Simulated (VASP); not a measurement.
# AlN (I-42d) in VASP: notebook

The runs below take AlN through single point, relaxation of cell and atoms, with PBE.

Everything below comes from runs of VASP 6.6.1. Logs are shortened: lines on timing, memory, paths and dates and some standing lists are left out, and cuts for length are marked.

## (1) The cell of the first run

It takes space group I-42d (No. 122, tetragonal). The conventional cell has a = 3.971 Å, b = 3.971 Å, c = 7.347 Å, α = 90.00°, β = 90.00°, γ = 90.00°. Al (site symmetry 2) has 6 N at 1.71 to 2.26 Å within 2.3 Å. N (site symmetry 2) has 6 Al at 1.71 to 2.26 Å within 2.3 Å.

## (2) Single point, PBE

INCAR

```
SYSTEM = AlN
PREC = Accurate ; ENCUT = 520
EDIFF = 1E-6 ; ISMEAR = 0
SIGMA = 0.1 ; LREAL = .FALSE.
LASPH = .TRUE. ; NELM = 80
ALGO = Normal ; ISIF = 2
LWAVE = .FALSE. ; LCHARG = .FALSE.
GGA = PE ; NBANDS = 26
```

KPOINTS

```
regular mesh
0
G
  6 6 6
  0 0 0
```

POSCAR

```
AlN
1.0
   -1.9855513600      1.9855513600      3.6734814500
    1.9855513600     -1.9855513600      3.6734814500
    1.9855513600      1.9855513600     -3.6734814500
Al N
4 4
Direct
    0.6600961200      0.6250000000      0.5350961200
    0.0899038800      0.1250000000      0.4649038800
    0.3750000000      0.9100961200      0.0350961200
    0.8750000000      0.3399038800      0.9649038800
    0.3750000000      0.3399038800      0.4649038800
    0.8750000000      0.9100961200      0.5350961200
    0.0899038800      0.6250000000      0.9649038800
    0.6600961200      0.1250000000      0.0350961200
```

Potentials or basis: VASP PAW PBE potentials, release 64 (Al, N).

Command:

```
cat potpaw_PBE.64/Al/POTCAR potpaw_PBE.64/N/POTCAR > POTCAR
mpirun -np 1 vasp_std > vasp.out
```

OUTCAR:

```text
SYSTEM = AlN
   PREC = Accurate
   ENCUT = 520
   EDIFF = 1E-6
   ISMEAR = 0
   LREAL = .FALSE.
   LASPH = .TRUE.
   NELM = 80
   ISIF = 2
   GGA = PE

 ion  position               nearest neighbor table
   1  0.660  0.625  0.535-   7 1.71   5 1.85   6 1.85   8 1.99   8 1.99   7 2.26   4 2.61   3 2.61
                             3 2.61   4 2.61   2 2.62   2 2.62   3 2.81   4 2.81   4 2.81   3 2.81
   2  0.090  0.125  0.465-   8 1.71   5 1.85   6 1.85   7 1.99   7 1.99   8 2.26   3 2.61   4 2.61
                             3 2.61   4 2.61   1 2.62   1 2.62   3 2.81   4 2.81   4 2.81   3 2.81
   3  0.375  0.910  0.035-   5 1.71   7 1.85   8 1.85   6 1.99   6 1.99   5 2.26   2 2.61   1 2.61
                             1 2.61   2 2.61   4 2.62   4 2.62   1 2.81   1 2.81   2 2.81   2 2.81
   4  0.875  0.340  0.965-   6 1.71   7 1.85   8 1.85   5 1.99   5 1.99   6 2.26   1 2.61   2 2.61
                             1 2.61   2 2.61   3 2.62   3 2.62   1 2.81   2 2.81   1 2.81   2 2.81
   5  0.375  0.340  0.465-   3 1.71   1 1.85   2 1.85   4 1.99   4 1.99   3 2.26
   6  0.875  0.910  0.535-   4 1.71   1 1.85   2 1.85   3 1.99   3 1.99   4 2.26
   7  0.090  0.625  0.965-   1 1.71   3 1.85   4 1.85   2 1.99   2 1.99   1 2.26
   8  0.660  0.125  0.035-   2 1.71   3 1.85   4 1.85   1 1.99   1 1.99   2 2.26

  LATTYP: Found a body centered tetragonal cell.
 ALAT       =     3.9711027200
 C/A-ratio  =     1.8501064863

  Lattice vectors:

 A1 = (  -1.9855513600,   1.9855513600,   3.6734814500)
 A2 = (   1.9855513600,  -1.9855513600,   3.6734814500)
 A3 = (   1.9855513600,   1.9855513600,  -3.6734814500)

Analysis of symmetry for initial positions (statically):
=====================================================================
 Subroutine PRICEL returns:
 Original cell was already a primitive cell.

 Routine SETGRP: Setting up the symmetry group for a
 body centered tetragonal supercell.

 Subroutine GETGRP returns: Found  8 space group operations
 (whereof  4 operations were pure point group operations)
 out of a pool of 16 trial point group operations.

The static configuration has the point symmetry S_4 .
 The point group associated with its full space group is D_2d.

Analysis of symmetry for dynamics (positions and initial velocities):
=====================================================================
 Subroutine PRICEL returns:
 Original cell was already a primitive cell.

 Routine SETGRP: Setting up the symmetry group for a
 body centered tetragonal supercell.

 Subroutine GETGRP returns: Found  8 space group operations
 (whereof  4 operations were pure point group operations)
 out of a pool of 16 trial point group operations.

The dynamic configuration has the point symmetry S_4 .
 The point group associated with its full space group is D_2d.

[... 117 lines left out ...]
   ISYM   =      2    0-nonsym 1-usesym 2-fastsym
   POTIM  = 0.5000    time-step for ionic-motion
   TEBEG  =    0.0;   TEEND  =   0.0 temperature during run
   PSTRESS=    0.0 pullay stress
   NELECT =      32.0000    total number of electrons
   NUPDOWN=      -1.0000    fix difference up-down
   EMIN   =  10.00;   EMAX   =-10.00  energy-range for DOS
   EFERMI =   0.00;   METHOD = LEGACY
   ISMEAR =     0;   SIGMA  =   0.10  broadening in eV -4-tet -1-fermi 0-gaus
   EFERMI_NEDOS =   21; number of points for ismear=-14 and -15
   IALGO  =     38    algorithm
   IMIX   =      4    mixing-type and parameters
     AMIX     =   0.40;   BMIX     =  1.00
     AMIX_MAG =   1.60;   BMIX_MAG =  1.00
  volume/ion in A,a.u.               =       7.24        48.87
  Fermi-wavevector in a.u.,A,eV,Ry     =   1.343254  2.538382 24.549416  1.804331
  Thomas-Fermi vector in A             =   2.471343
   LORBIT       =      0    0 simple, 1 ext, 2 COOP (PROOUT), +10 PAW based schemes
   GGA     = PE    functional components
   LHFCALC =     F    Hartree Fock is set to
   AEXX    =    0.0000 exact exchange contribution
   IVDW    =     0    specifies the selected vdW correction
   LEPSILON=     F    determine dielectric tensor
   LRPA    =     F    only Hartree local field effects (RPA)
 non-spin polarized calculation
 Gauss-broadening in eV      SIGMA  =   0.10
  energy-cutoff  :      520.00
  volume of cell :       57.93
 maximum number of plane-waves:      1589
 NGX is ok and might be reduce to    36
   NGX = 17   NGY = 17   NGZ = 17

 number of electron      31.9999999 magnetization

 Free energy of the ion-electron system (eV)
  ---------------------------------------------------
  ext. energy  EPLUGINS =         0.00000000
  ---------------------------------------------------
  free energy    TOTEN  =       -53.95163615 eV

  energy without entropy =      -53.95163615  energy(sigma->0) =      -53.95163615

 E-fermi :  12.1636     XC(G=0): -12.8528

 val. band max:       11.7475489911   @ k =   0.0000   0.0000   0.0000
 cond. band min:      16.4197922403   @ k =   0.0000   0.0000   0.0000
 fundamental gap:      4.6722432492
 Fermi energy:        12.1636303902

 k-point     1 :       0.0000    0.0000    0.0000
  band No.  band energies     occupation
      1      -7.2562      2.00000
      2      -2.1647      2.00000
      3      -2.1647      2.00000
      4      -1.9911      2.00000
      5       3.3820      2.00000
      6       5.1669      2.00000
[... 685 lines left out ...]
     25      24.8146      0.00000
     26      25.0213      0.00000

 [... further k-points ...]
[... 5 lines left out ...]
  --------------------------------------------------------------------------------------
  -------------------------------------------------------------------------------------
  Total       26.2547118     26.2547118     30.2350108      0.0000000      0.0000000      0.0000000
  in kB      726.1356245    726.1356245    836.2201294      0.0000000      0.0000000      0.0000000
  external PRESSURE =     762.8304595 kB  Pullay stress =       0.0000000 kB

 VOLUME and BASIS-vectors are now :
 -----------------------------------------------------------------------------
  energy-cutoff  :      520.00
  volume of cell :       57.93
      direct lattice vectors                 reciprocal lattice vectors
    -1.985551360  1.985551360  3.673481450     0.000000000  0.251819223  0.136110664
     1.985551360 -1.985551360  3.673481450     0.251819223  0.000000000  0.136110664
     1.985551360  1.985551360 -3.673481450     0.251819223  0.251819223  0.000000000

 POSITION                                       TOTAL-FORCE (eV/Angst)
 -----------------------------------------------------------------------------------
      0.99278      1.13215      2.75511         0.000000     -4.726939     -0.000000
      0.99278      0.85341     -0.91837         0.000000      4.726939      0.000000
      1.13215     -0.99278      4.59185        -4.726939      0.000000     -0.000000
      0.85341      2.97833      0.91837         4.726939      0.000000      0.000000
      0.85341      0.99278      0.91837         5.547232      0.000000     -0.000000
      1.13215      0.99278      4.59185        -5.547232      0.000000      0.000000
      2.97833      0.85341     -0.91837         0.000000      5.547232     -0.000000
     -0.99278      1.13215      2.75511         0.000000     -5.547232      0.000000
 -----------------------------------------------------------------------------------
    total drift:                               -0.000000     -0.000000      0.000000

  FREE ENERGIE OF THE ION-ELECTRON SYSTEM (eV)
  ---------------------------------------------------
  free  energy   TOTEN  =       -53.9516361463 eV

  energy  without entropy=      -53.9516361463  energy(sigma->0) =      -53.95163615
```

OSZICAR:

```text
N       E                     dE             d eps       ncg     rms          rms(c)
DAV:   1     0.113568504208E+03    0.11357E+03   -0.15751E+04  1560   0.116E+03
DAV:   2    -0.565917546040E+02   -0.17016E+03   -0.16161E+03  2088   0.250E+02
DAV:   3    -0.633119761441E+02   -0.67202E+01   -0.66938E+01  2068   0.496E+01
DAV:   4    -0.633514296555E+02   -0.39454E-01   -0.39438E-01  1864   0.435E+00
DAV:   5    -0.633518514655E+02   -0.42181E-03   -0.42175E-03  2078   0.447E-01    0.180E+01
DAV:   6    -0.541743186543E+02    0.91775E+01   -0.21612E+01  1972   0.274E+01    0.676E+00
DAV:   7    -0.539915637495E+02    0.18275E+00   -0.22103E+00  2008   0.851E+00    0.436E+00
DAV:   8    -0.539606449872E+02    0.30919E-01   -0.17844E-01  1896   0.260E+00    0.597E-01
DAV:   9    -0.539516370897E+02    0.90079E-02   -0.37083E-02  2012   0.114E+00    0.332E-01
DAV:  10    -0.539516346196E+02    0.24701E-05   -0.29077E-03  1886   0.338E-01    0.143E-01
DAV:  11    -0.539516369223E+02   -0.23027E-05   -0.52927E-04  1852   0.147E-01    0.526E-02
DAV:  12    -0.539516360828E+02    0.83946E-06   -0.11508E-05  2012   0.239E-02    0.134E-02
DAV:  13    -0.539516361463E+02   -0.63513E-07   -0.77492E-07  1122   0.678E-03
   1 F= -.53951636E+02 E0= -.53951636E+02  d E =-.158244E-10
```

Wall time 22 s (1 thread of Intel Xeon 6975P-C (Granite Rapids), shared host); peak memory 0.2 GiB.

What came out:

```
Free energy            : -53.9516 eV
Pressure               : 76.3 GPa
Largest force          : 5.547 eV/Å
Band gap on the k mesh : 4.67 eV, direct
```

Forces in eV/Å, atoms in the order of the input:
```
Al   0.000 -4.727  0.000
Al   0.000  4.727  0.000
Al  -4.727  0.000  0.000
Al   4.727  0.000  0.000
N    5.547  0.000  0.000
N   -5.547  0.000  0.000
N    0.000  5.547  0.000
N    0.000 -5.547  0.000
```

Stress tensor (GPa, compression positive):
```
72.61  0.00  0.00
 0.00 72.61  0.00
 0.00  0.00 83.62
```

Levels at points of the mesh, in eV from the valence-band top:
```csv
k point,band 12,band 13,band 14,band 15,band 16,band 17,band 18,band 19,band 20,band 21
"(0.00, 0.00, 0.00)",-3.40,-3.40,-0.41,0.00,0.00,4.67,5.06,6.97,9.50,9.50
"(0.50, 0.00, 0.00)",-3.06,-2.15,-2.01,-1.97,-1.34,7.97,8.09,8.44,8.98,9.36
"(0.50, 0.50, 0.00)",-1.97,-1.45,-1.45,-1.33,-1.33,6.46,6.46,8.50,8.50,10.35
"(0.50, 0.50, 0.50)",-2.61,-2.27,-2.27,-1.88,-1.88,5.30,5.30,6.22,6.22,7.40
```

Caveat: forces of over 1 eV/Å act on the atoms, so gaps and moduli don't describe the material at rest. A k mesh can miss the band edges.

(Continued in part 2 of 2.)
